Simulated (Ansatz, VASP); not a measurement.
One calculation of OsBr, two programs

```
Os Br
1.0
     3.48029    0.00000    0.00000
     0.00000    3.05181    0.00000
     0.00000    0.00000    9.45050
Os Br
2 2
Direct
  0.75000 0.00000 0.58060
  0.25000 0.00000 0.41940
  0.75000 0.50000 0.22602
  0.25000 0.50000 0.77398
```

Alike in both runs: functional PBE; k mesh 10 × 16 × 8; occupations gaussian, width 0.1 eV; no spin polarisation.

Ansatz relaxed the structure, and its values are those at the end. VASP's run is a single point on that final structure, the one shown.

|  | VASP | Ansatz |
| --- | --- | --- |
| version | VASP 6.6.1 | Ansatz 0.2.0 |
| potentials or method | VASP PAW PBE potentials, release 64 (Os, Br), cutoff 520 eV | scalar-relativistic, plane waves, PAW |
| valence electrons in the cell | 30 | 46 |

Ansatz gave:

| Item | Value |
| --- | --- |
| gap on the k mesh at the Fermi level (eV) | none |
| pressure (GPa) | 0.0 |
| rms of the force components (eV/Å) | 0.000 |

**Question.** What did VASP give for the same quantities?

**Answer.** gap on the k mesh at the Fermi level (eV): none; pressure (GPa): -0.5; rms of the force components (eV/Å): 0.093.

A gap of «none» marks a metal or a gap that the smearing closes. VASP's potentials hold 30 valence electrons a cell and Ansatz's 46, so a difference there can come from the potentials and not from the codes.

Spin-orbit coupling is off throughout.
